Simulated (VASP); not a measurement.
# Bi2Te3 (R3m) in VASP: notebook

Bi2Te3 is run at these levels: LDA; tasks: electric field gradients.

Everything below comes from runs of VASP 6.6.1. Logs are shortened: lines on timing, memory, paths and dates and some standing lists are left out, and cuts for length are marked.

## Step 1: The cell of the first run

It takes space group R3m (No. 160, trigonal). Conventional cell: a = 4.417 Å, b = 4.417 Å, c = 29.840 Å, α = 90.00°, β = 90.00°, γ = 120.00°. Bi (site symmetry 3m) has 3 Te at 3.03 Å and 3 Bi at 3.43 Å within 4.0 Å. Bi (site symmetry 3m) has 3 Te at 3.27 Å and 3 Bi at 3.43 Å within 4.3 Å. Te (site symmetry 3m) has 6 Te at 3.04 to 3.45 Å within 4.0 Å. Te (site symmetry 3m) has 3 Bi at 3.03 Å and 3 Te at 3.45 Å within 4.0 Å. Within 4.0 Å of Te (site symmetry 3m) lie 3 Te at 3.04 Å and 3 Bi at 3.27 Å.

## Step 2: Electric field gradients, LDA

INCAR reads:

```
PREC = Accurate ; ENCUT = 520
EDIFF = 1E-8 ; ISMEAR = -1
SIGMA = 0.08 ; LREAL = False
LASPH = True ; NELM = 60
ALGO = Normal ; ISIF = 2
LWAVE = False ; LCHARG = False
LEFG = True ; NBANDS = 32
```

KPOINTS reads:

```
regular mesh
0
Gamma
  8 8 8
```

POSCAR reads:

```
Bi2Te3
1.0
    2.2085012539      1.2750787934      9.9466700000
   -2.2085012539      1.2750787934      9.9466700000
    0.0000000000     -2.5501575869      9.9466700000
Bi Te
2 3
Direct
    0.8120000000      0.8120000000      0.8120000000
    0.4020000000      0.4020000000      0.4020000000
    0.6110000000      0.6110000000      0.6110000000
    0.2000000000      0.2000000000      0.2000000000
    0.0000000000      0.0000000000      0.0000000000
```

Potentials or basis: VASP PAW LDA potentials, release 64 (Bi_d, Te).

The run is started by

```
$ cat potpaw_LDA.64/Bi_d/POTCAR potpaw_LDA.64/Te/POTCAR > POTCAR
$ mpirun -np 1 vasp_std > vasp.out
```

OUTCAR:

```text
PREC = Accurate
   ENCUT = 520
   EDIFF = 1E-8
   ISMEAR = -1
   LREAL = False
   LASPH = True
   NELM = 60
   ISIF = 2

 ion  position               nearest neighbor table
   1  0.812  0.812  0.812-   4 3.03   4 3.03   4 3.03   2 3.43   2 3.43   2 3.43
   2  0.402  0.402  0.402-   5 3.27   5 3.27   5 3.27   1 3.43   1 3.43   1 3.43
   3  0.611  0.611  0.611-   5 3.04   5 3.04   5 3.04   4 3.45   4 3.45   4 3.45
   4  0.200  0.200  0.200-   1 3.03   1 3.03   1 3.03   3 3.45   3 3.45   3 3.45
   5  0.000  0.000  0.000-   3 3.04   3 3.04   3 3.04   2 3.27   2 3.27   2 3.27

  LATTYP: Found a trigonal (rhomboedric) cell.
 ALAT       =    10.2683761037
 COS(alpha) =     0.9074829532

  Lattice vectors:

 A1 = (   2.2085012539,   1.2750787934,   9.9466700000)
 A2 = (  -2.2085012539,   1.2750787934,   9.9466700000)
 A3 = (   0.0000000000,  -2.5501575869,   9.9466700000)

Analysis of symmetry for initial positions (statically):
=====================================================================
 Subroutine PRICEL returns:
 Original cell was already a primitive cell.

 Routine SETGRP: Setting up the symmetry group for a
 trigonal (rhombohedral) supercell.

 Subroutine GETGRP returns: Found  6 space group operations
 (whereof  6 operations were pure point group operations)
 out of a pool of 12 trial point group operations.

The static configuration has the point symmetry C_3v.

Analysis of symmetry for dynamics (positions and initial velocities):
=====================================================================
 Subroutine PRICEL returns:
 Original cell was already a primitive cell.

 Routine SETGRP: Setting up the symmetry group for a
 trigonal (rhombohedral) supercell.

 Subroutine GETGRP returns: Found  6 space group operations
 (whereof  6 operations were pure point group operations)
 out of a pool of 12 trial point group operations.

The dynamic configuration has the point symmetry C_3v.

 Subroutine INISYM returns: Found  6 space group operations
 (whereof  6 operations are pure point group operations),
 and found     1 'primitive' translations

----------------------------------------------------------------------------------------

                                     Primitive cell

  volume of cell :     168.0597

  direct lattice vectors                    reciprocal lattice vectors
     2.208501254  1.275078793  9.946670000     0.226397879  0.130710876  0.033512053
    -2.208501254  1.275078793  9.946670000    -0.226397879  0.130710876  0.033512053
     0.000000000 -2.550157587  9.946670000     0.000000000 -0.261421753  0.033512053

  length of vectors
    10.268376104 10.268376104 10.268376104     0.263560981  0.263560981  0.263560981

  position of ions in fractional coordinates (direct lattice)
     0.812000000  0.812000000  0.812000000
     0.402000000  0.402000000  0.402000000
     0.611000000  0.611000000  0.611000000
     0.200000000  0.200000000  0.200000000
     0.000000000  0.000000000  0.000000000

  ion indices of the primitive-cell ions
   primitive index   ion index
                 1           1
                 2           2
                 3           3
                 4           4
                 5           5

----------------------------------------------------------------------------------------

 KPOINTS: regular mesh

Automatic generation of k-mesh.
 Grid dimensions read from file:
 generate k-points for:    8    8    8

 Generating k-lattice:

  Cartesian coordinates                     Fractional coordinates (reciprocal lattice)
     0.028299735  0.016338860  0.004189007     0.125000000 -0.000000000  0.000000000
    -0.028299735  0.016338860  0.004189007    -0.000000000  0.125000000  0.000000000
     0.000000000 -0.032677719  0.004189007     0.000000000  0.000000000  0.125000000

  Length of vectors
[... 41 lines left out ...]
   dimension x,y,z NGXF=   160 NGYF=  160 NGZF=  160
   ions per type =               2   3
   NGX,Y,Z   is equivalent  to a cutoff of  12.95, 12.95, 12.95 a.u.
   NGXF,Y,Z  is equivalent  to a cutoff of  25.90, 25.90, 25.90 a.u.
 SYSTEM =  unknown system
   PREC   = accura    normal or accurate (medium, high low for compatibility)
   ISTART =      0    job   : 0-new  1-cont  2-samecut
   ICHARG =      2    charge: 1-file 2-atom 10-const
   ISPIN  =      1    spin polarized calculation?
   LNONCOLLINEAR =      F non collinear calculations
   LSORBIT =      F    spin-orbit coupling
   LASPH  =      T    aspherical Exc in radial PAW
   ENCUT  =  520.0 eV  38.22 Ry    6.18 a.u.  19.09 19.09 19.09*2*pi/ulx,y,z
   NELM   =     60;   NELMIN=  2; NELMDL= -5     # of ELM steps
   EDIFF  = 0.1E-07   stopping-criterion for ELM
   LREAL  =      F    real-space projection
   EDIFFG = 0.1E-06   stopping-criterion for IOM
   NSW    =      0    number of steps for IOM
   IBRION =     -1    ionic relax: 0-MD 1-quasi-New 2-CG
   NFREE  =      0    steps in history (QN), initial steepest desc. (CG)
   ISIF   =      2    stress and relaxation
   ISYM   =      2    0-nonsym 1-usesym 2-fastsym
   POTIM  = 0.5000    time-step for ionic-motion
   TEBEG  =    0.0;   TEEND  =   0.0 temperature during run
   PSTRESS=    0.0 pullay stress
   NELECT =      48.0000    total number of electrons
   NUPDOWN=      -1.0000    fix difference up-down
   EMIN   =  10.00;   EMAX   =-10.00  energy-range for DOS
   EFERMI =   0.00;   METHOD = LEGACY
   ISMEAR =    -1;   SIGMA  =   0.08  broadening in eV -4-tet -1-fermi 0-gaus
   EFERMI_NEDOS =   21; number of points for ismear=-14 and -15
   IALGO  =     38    algorithm
   IMIX   =      4    mixing-type and parameters
     AMIX     =   0.40;   BMIX     =  1.00
     AMIX_MAG =   1.60;   BMIX_MAG =  1.00
  volume/ion in A,a.u.               =      33.61       226.82
  Fermi-wavevector in a.u.,A,eV,Ry     =   1.078121  2.037353 15.814652  1.162344
  Thomas-Fermi vector in A             =   2.214051
   LORBIT       =      0    0 simple, 1 ext, 2 COOP (PROOUT), +10 PAW based schemes
   GGA     = CA    functional components
   LHFCALC =     F    Hartree Fock is set to
   AEXX    =    0.0000 exact exchange contribution
   IVDW    =     0    specifies the selected vdW correction
   LEPSILON=     F    determine dielectric tensor
   LRPA    =     F    only Hartree local field effects (RPA)
 non-spin polarized calculation
  energy-cutoff  :      520.00
  volume of cell :      168.06
 maximum number of plane-waves:      4552
 NGX is ok and might be reduce to    80
   NGX = 39   NGY = 39   NGZ = 39

 number of electron      48.0000001 magnetization

 Free energy of the ion-electron system (eV)
  ---------------------------------------------------
  ext. energy  EPLUGINS =         0.00000000
  ---------------------------------------------------
  free energy    TOTEN  =       -20.25893236 eV

  energy without entropy =      -20.22407537  energy(sigma->0) =      -20.24150386

 E-fermi :   6.2576     XC(G=0):  -9.6373

 val. band max:        6.2144199479   @ k =   0.5000   0.5000   0.3750
 cond. band min:       6.2641392712   @ k =   0.1250   0.1250   0.1250
 fundamental gap:      0.0497193233
 Fermi energy:         6.2576268520

 k-point     1 :       0.0000    0.0000    0.0000
  band No.  band energies     occupation
      1     -16.8122      2.00000
      2     -16.8122      2.00000
      3     -16.7821      2.00000
      4     -16.7821      2.00000
      5     -16.7764      2.00000
      6     -16.2376      2.00000
[... 829 lines left out ...]
     31       9.9785      0.00000
     32      11.2586      0.00000

 [... further k-points ...]
[... 5 lines left out ...]
  --------------------------------------------------------------------------------------
  -------------------------------------------------------------------------------------
  Total       -1.5092626     -1.5092626     -2.6770232      0.0000000      0.0000000      0.0000000
  in kB      -14.3883758    -14.3883758    -25.5210825      0.0000000      0.0000000      0.0000000
  external PRESSURE =     -18.0992780 kB  Pullay stress =       0.0000000 kB

 VOLUME and BASIS-vectors are now :
 -----------------------------------------------------------------------------
  energy-cutoff  :      520.00
  volume of cell :      168.06
      direct lattice vectors                 reciprocal lattice vectors
     2.208501254  1.275078793  9.946670000     0.226397879  0.130710876  0.033512053
    -2.208501254  1.275078793  9.946670000    -0.226397879  0.130710876  0.033512053
     0.000000000 -2.550157587  9.946670000     0.000000000 -0.261421753  0.033512053

 POSITION                                       TOTAL-FORCE (eV/Angst)
 -----------------------------------------------------------------------------------
      0.00000     -0.00000     24.23009         0.000000      0.000000     -0.767158
      0.00000     -0.00000     11.99568         0.000000      0.000000     -0.435948
      0.00000     -0.00000     18.23225         0.000000      0.000000     -0.640549
      0.00000     -0.00000      5.96800         0.000000     -0.000000      0.682167
      0.00000      0.00000      0.00000         0.000000     -0.000000      1.161488
 -----------------------------------------------------------------------------------
    total drift:                               -0.000000     -0.000000      0.000494

  FREE ENERGIE OF THE ION-ELECTRON SYSTEM (eV)
  ---------------------------------------------------
  free  energy   TOTEN  =       -20.2589323645 eV

  energy  without entropy=      -20.2240753653  energy(sigma->0) =      -20.24150386

 Electric field gradients (V/A^2)
---------------------------------------------------------------------
 ion       V_xx      V_yy      V_zz      V_xy      V_xz      V_yz
---------------------------------------------------------------------
   1      24.402    24.402   -48.805    -0.000    -0.000     0.000
   2       0.286     0.286    -0.573    -0.000     0.000     0.000
   3      -3.792    -3.792     7.583    -0.000    -0.000     0.000
   4      -7.242    -7.242    14.484    -0.000    -0.000     0.000
   5     -11.542   -11.542    23.083     0.000    -0.000     0.000
---------------------------------------------------------------------

 Electric field gradients after diagonalization (V/A^2)
 (convention: |V_zz| > |V_xx| > |V_yy|)
----------------------------------------------------------------------
 ion       V_xx      V_yy      V_zz     asymmetry (V_yy - V_xx)/ V_zz
----------------------------------------------------------------------
   1      24.402    24.402   -48.805       0.000
   2       0.286     0.286    -0.573       0.000
   3      -3.792    -3.792     7.583       0.000
   4      -7.242    -7.242    14.484       0.000
   5     -11.542   -11.542    23.083       0.000
----------------------------------------------------------------------

           NMR quadrupolar parameters

 Cq : quadrupolar parameter    Cq=e*Q*V_zz/h
 eta: asymmetry parameters     (V_yy - V_xx)/ V_zz
 Q  : nuclear electric quadrupole moment in mb (millibarn)
----------------------------------------------------------------------
 ion       Cq(MHz)       eta       Q (mb)
----------------------------------------------------------------------
   1      -0.118       0.000       1.000
   2      -0.001       0.000       1.000
   3       0.018       0.000       1.000
   4       0.035       0.000       1.000
   5       0.056       0.000       1.000
----------------------------------------------------------------------
```

It took 22 min on 1 thread of Intel Xeon Platinum 8488C (Sapphire Rapids), shared host; peak memory 0.84 GiB.

Results:

| Property | Result |
| --- | --- |
| Free energy | -20.2589 eV |
| Pressure | -1.8 GPa |
| Largest force | 1.161 eV/Å |
| Band gap on the k mesh | zero (band 24 reaches 6.29 eV, above the bottom of band 25 at 6.10 eV) |

Forces in eV/Å, atoms in the order of the input:
```
Bi   0.000  0.000 -0.767
Bi   0.000  0.000 -0.436
Te   0.000  0.000 -0.641
Te   0.000  0.000  0.682
Te   0.000  0.000  1.161
```

Electric field gradients, principal values (V/Å²):
| atom | least | middle | greatest (by size) |
| --- | --- | --- | --- |
| 1 Bi | 24.402 | 24.402 | -48.805 |
| 2 Bi | 0.286 | 0.286 | -0.573 |
| 3 Te | -3.792 | -3.792 | 7.583 |
| 4 Te | -7.242 | -7.242 | 14.484 |
| 5 Te | -11.542 | -11.542 | 23.083 |

Caveat: without QUAD_EFG the Cq values of the log hold for a quadrupole moment of 1 mb, not for the nuclei; spin-orbit coupling is left out, which moves the levels of the heavy elements; forces of over 1 eV/Å act on the atoms, so gaps and moduli don't describe the material at rest.

[end of part 1 of 3]
